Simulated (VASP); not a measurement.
# ZnO (P6_3mc) in VASP: further runs, part 2 of 2

VASP 6.6.1. Earlier steps stand in the parts before.

**3. Relaxation of cell and atoms, r2SCAN**

This run uses another cell than the first one, of 11.90 Å³/atom.

Input file POSCAR:

```
ZnO
1.0
    3.2494000000      0.0000000000      0.0000000000
   -1.6247000000      2.8140629500      0.0000000000
    0.0000000000      0.0000000000      5.2038000000
Zn O
2 2
Direct
    0.3333333300      0.6666666700      0.0000000000
    0.6666666700      0.3333333300      0.5000000000
    0.3333333300      0.6666666700      0.3830000000
    0.6666666700      0.3333333300      0.8830000000
```

Input file INCAR.step1:

```
SYSTEM = ZnO
  PREC = Accurate
  ENCUT = 600
  ISMEAR = 0
  SIGMA = 0.02
  LREAL = .FALSE.
  LASPH = .TRUE.
  NELM = 100
  GGA = PE
  ALGO = Normal
  EDIFF = 1E-4
  LWAVE = .TRUE.
  LCHARG = .FALSE.
```

Input file INCAR.step2:

```
SYSTEM = ZnO
  PREC = Accurate
  ENCUT = 600
  EDIFF = 1E-7
  ISMEAR = 0
  SIGMA = 0.02
  LREAL = .FALSE.
  LASPH = .TRUE.
  NELM = 100
  ALGO = Normal
  ISIF = 3
  LWAVE = .FALSE.
  LCHARG = .FALSE.
  METAGGA = R2SCAN
  LMIXTAU = .TRUE.
  IBRION = 2
  NSW = 100
  EDIFFG = -0.002
  ISTART = 1
```

Input file KPOINTS:

```
Automatic mesh
0
G
  9 9 6
  0 0 0
```

Potentials or basis: VASP PAW PBE potentials, release 64 (Zn, O).

On the command line:

```bash
> cat potpaw_PBE.64/Zn/POTCAR potpaw_PBE.64/O/POTCAR > POTCAR
> cp INCAR.step1 INCAR
> mpirun -np 1 vasp_std > vasp.out
> cp INCAR.step2 INCAR
> mpirun -np 1 vasp_std > vasp.out
```

OUTCAR:

```text
SYSTEM = ZnO
   PREC = Accurate
   ENCUT = 600
   EDIFF = 1E-7
   ISMEAR = 0
   LREAL = .FALSE.
   LASPH = .TRUE.
   NELM = 100
   ISIF = 3
   METAGGA = R2SCAN
   IBRION = 2
   NSW = 100
   EDIFFG = -0.002
   ISTART = 1

 ion  position               nearest neighbor table
   1  0.333  0.667  0.000-   4 1.97   4 1.97   4 1.97   3 1.99
   2  0.667  0.333  0.500-   3 1.97   3 1.97   3 1.97   4 1.99
   3  0.333  0.667  0.383-   2 1.97   2 1.97   2 1.97   1 1.99
   4  0.667  0.333  0.883-   1 1.97   1 1.97   1 1.97   2 1.99

  LATTYP: Found a hexagonal cell.
 ALAT       =     3.2494000000
 C/A-ratio  =     1.6014648858

  Lattice vectors:

 A1 = (   3.2494000000,   0.0000000000,   0.0000000000)
 A2 = (  -1.6247000000,   2.8140629500,   0.0000000000)
 A3 = (   0.0000000000,   0.0000000000,   5.2038000000)

Analysis of symmetry for initial positions (statically):
=====================================================================
 Subroutine PRICEL returns:
 Original cell was already a primitive cell.

 Routine SETGRP: Setting up the symmetry group for a
 hexagonal supercell.

 Subroutine GETGRP returns: Found 12 space group operations
[... 281 lines left out ...]
  free  energy   TOTEN  =       -36.3241151702 eV

  energy  without entropy=      -36.3241151702  energy(sigma->0) =      -36.32411517

[... ionic steps 4 to 9 ...]

--------------------------------------- Ionic step       10  -------------------------------------------

 number of electron      36.0000002 magnetization

------------------------ aborting loop because EDIFF is reached ----------------------------------------
[... 71 lines left out ...]
--------------------------------------- Ionic step       12  -------------------------------------------

 number of electron      36.0000001 magnetization

 Free energy of the ion-electron system (eV)
  ---------------------------------------------------
  ext. energy  EPLUGINS =         0.00000000
  ---------------------------------------------------
  free energy    TOTEN  =       -36.32497018 eV

  energy without entropy =      -36.32497018  energy(sigma->0) =      -36.32497018

 E-fermi :   0.9719     XC(G=0): -11.6771

 val. band max:        0.8717310056   @ k =   0.0000   0.0000   0.0000
 cond. band min:       2.0968820635   @ k =   0.0000   0.0000   0.0000
 fundamental gap:      1.2251510578
 Fermi energy:         0.9719158598

 k-point     1 :       0.0000    0.0000    0.0000
  band No.  band energies     occupation
      1     -18.2332      2.00000
      2     -17.5477      2.00000
      3      -4.9581      2.00000
      4      -4.9580      2.00000
      5      -4.9187      2.00000
      6      -4.8551      2.00000
[... 589 lines left out ...]
     21       9.3394      0.00000
     22       9.5226      0.00000

 [... further k-points ...]

------------------------ aborting loop because EDIFF is reached ----------------------------------------

  FORCE on cell =-STRESS in cart. coord.  units (eV):
  Direction    XX          YY          ZZ          XY          YZ          ZX
  --------------------------------------------------------------------------------------
  -------------------------------------------------------------------------------------
  Total        0.0025918      0.0025918      0.0001043      0.0000000     -0.0000000      0.0000000
  in kB        0.0874737      0.0874737      0.0035202      0.0000000     -0.0000000      0.0000000
  external PRESSURE =       0.0594892 kB  Pullay stress =       0.0000000 kB
[... 19 lines left out ...]
  FREE ENERGIE OF THE ION-ELECTRON SYSTEM (eV)
  ---------------------------------------------------
  free  energy   TOTEN  =       -36.3249701782 eV

  energy  without entropy=      -36.3249701782  energy(sigma->0) =      -36.32497018

 reached required accuracy - stopping structural energy minimisation
```

It took 18 min on 1 thread of Intel Xeon 6975P-C (Granite Rapids), shared host; peak memory 0.22 GiB.

What came out:

```
Free energy                           : -36.3250 eV
Relaxed volume                        : 11.87 Å³/atom
Relaxed cell                          : a = 3.238 Å, b = 3.238 Å, c = 5.229 Å, α = 90.00°, β = 90.00°, γ = 120.00°
Space group after relaxing (to 0.1 Å) : P6_3mc (No. 186)
Energy gained by relaxing             : 0.4 meV/atom
Ionic steps                           : 12
Pressure after relaxing               : 0.0 GPa
Band gap on the k mesh                : 1.23 eV
```

The path:
```tsv
step	energy change (eV)	largest force (eV/Å)	pressure (GPa)	volume (Å³)
1	0.0000	0.0667	-0.36	47.58
2	-0.0008	0.0149	0.22	47.40
3	-0.0008	0.0187	0.18	47.41
4	-0.0008	0.0214	0.14	47.42
5	-0.0010	0.0138	0.06	47.45
6	-0.0013	0.0111	-0.22	47.54
7	-0.0015	0.0021	-0.08	47.50
8	-0.0016	0.0001	-0.05	47.49
9	-0.0016	0.0040	0.01	47.47
10	-0.0016	0.0045	0.02	47.47
11	-0.0016	0.0027	0.02	47.47
12	-0.0016	0.0006	0.01	47.47
```

Final structure:
```cif
data_structure
_symmetry_space_group_name_H-M 'P 1'
_symmetry_Int_Tables_number 1
_cell_length_a 3.2376
_cell_length_b 3.2376
_cell_length_c 5.2294
_cell_angle_alpha 90.000
_cell_angle_beta 90.000
_cell_angle_gamma 120.000
_cell_volume 47.47
loop_
_atom_site_label
_atom_site_type_symbol
_atom_site_fract_x
_atom_site_fract_y
_atom_site_fract_z
_atom_site_occupancy
Zn1 Zn 0.33333 0.66667 0.00222 1
Zn2 Zn 0.66667 0.33333 0.50222 1
O1 O 0.33333 0.66667 0.38078 1
O2 O 0.66667 0.33333 0.88078 1
```

Caveat: the PAW data sets were made with another functional, which shifts forces and pressure a little.

**4. Single point, r2SCAN**

This run uses another cell than the first one, of 11.90 Å³/atom.

POSCAR is that of step 3.

Input file INCAR.step1:

```
PREC     = Accurate       # precision mode
ENCUT    = 520            # plane-wave cutoff, eV
ISMEAR   = 0              # smearing method
SIGMA    = 0.1            # smearing width, eV
LREAL    = False          # projectors in reciprocal space
LASPH    = True           # aspherical terms in the spheres
NELM     = 100            # most SCF steps
NBANDS   = 26             # bands
GGA      = PE             # functional
ALGO     = Normal         # electronic algorithm
EDIFF    = 1E-4           # SCF threshold, eV
LWAVE    = True           # write WAVECAR
LCHARG   = False          # write CHGCAR
```

Input file INCAR.step2:

```
PREC     = Accurate       # precision mode
ENCUT    = 520            # plane-wave cutoff, eV
EDIFF    = 1E-7           # SCF threshold, eV
ISMEAR   = 0              # smearing method
SIGMA    = 0.1            # smearing width, eV
LREAL    = False          # projectors in reciprocal space
LASPH    = True           # aspherical terms in the spheres
NELM     = 100            # most SCF steps
ALGO     = Normal         # electronic algorithm
ISIF     = 2              # what is computed and relaxed
LWAVE    = False          # write WAVECAR
LCHARG   = True           # write CHGCAR
METAGGA  = R2SCAN         # meta-GGA
LMIXTAU  = True         
LELF     = True           # ELF
LVHAR    = True         
NBANDS   = 26             # bands
ISTART   = 1
```

Input file KPOINTS:

```
regular mesh
0
Gamma
  6 6 4
```

On the command line:

```bash
> cat potpaw_PBE.64/Zn/POTCAR potpaw_PBE.64/O/POTCAR > POTCAR
> cp INCAR.step1 INCAR
> mpirun -np 1 vasp_std > vasp.out
> cp INCAR.step2 INCAR
> mpirun -np 1 vasp_std > vasp.out
```

Wall time 42 s (1 thread of Intel Xeon 6975P-C (Granite Rapids), shared host); peak memory 0.17 GiB.

Results (log left out):

| Property | Result |
| --- | --- |
| Free energy | -36.3153 eV |
| Pressure | -0.1 GPa |
| Largest force | 0.049 eV/Å |
| Band gap on the k mesh | 1.23 eV |

Forces in eV/Å, atoms in the order of the input:
```
Zn   0.000  0.000  0.049
Zn   0.000  0.000  0.049
O    0.000  0.000 -0.049
O    0.000  0.000 -0.049
```

Stress tensor (GPa, compression positive):
```
-0.07  0.00  0.00
 0.00 -0.07  0.00
 0.00  0.00 -0.16
```

Levels at points of the mesh, in eV from the valence-band top:
```csv
k point,band 16,band 17,band 18,band 19,band 20,band 21
"(0.00, 0.00, 0.00)",-0.11,0.00,0.00,1.23,5.81,8.85
"(0.50, 0.00, 0.00)",-2.32,-1.28,-0.89,6.40,7.34,8.13
"(0.00, 0.00, 0.50)",-0.39,-0.39,-0.39,3.92,3.92,10.81
"(0.50, 0.00, 0.50)",-1.56,-1.37,-1.37,6.25,6.25,9.14
```

Caveat: the PAW data sets were made with another functional, which shifts forces and pressure a little.

**5. Overview**

```tsv
task	cell	k mesh	cutoff (eV)	smearing	gap on the mesh (eV)	pressure (GPa)	largest force (eV/Å)
single point	a = 3.235, b = 3.235, c = 5.211 Å, angles 90.0, 90.0, 120.0°, 4 atoms, atomic positions A	9 × 9 × 6	520	gaussian 0.02 eV	1.23	1.0	0.01
relaxation of cell and atoms	relaxed from a = 3.249, b = 3.249, c = 5.204 Å, angles 90.0, 90.0, 120.0°, 4 atoms, atomic positions B	9 × 9 × 6	600	gaussian 0.02 eV	1.23	0.0	-
single point	a = 3.249, b = 3.249, c = 5.204 Å, angles 90.0, 90.0, 120.0°, 4 atoms, atomic positions B	6 × 6 × 4	520	gaussian 0.1 eV	1.23	-0.1	0.05
```

Alike in all rows: level r2SCAN; potentials or basis VASP PAW PBE potentials, release 64 (Zn, O); no spin polarisation.

Caveats: the PAW data sets were made with another functional, which shifts forces and pressure a little.

Absolute energies hang on the potentials; compare differences alone.

**6. Against experiment**

Step 2. Measured gap of ZnO: 3.37 eV (quoted in “Electronic structure of alkaline earth and post-transition metal oxides”, 2009, arxiv:0908.1581). This calculation gives 1.23 eV (-2.14 eV). So large a miss can be the level of theory's own, or it may mean another phase, state or a wrong row. The value is that of r2SCAN, without temperature or zero-point motion.

Step 4. Measured gap of ZnO: 3.37 eV (quoted in “Electronic structure of alkaline earth and post-transition metal oxides”, 2009, arxiv:0908.1581). This calculation gives 1.23 eV (-2.14 eV). So large a miss can be the level of theory's own, or it may mean another phase, state or a wrong row. The value is that of r2SCAN, without temperature or zero-point motion.
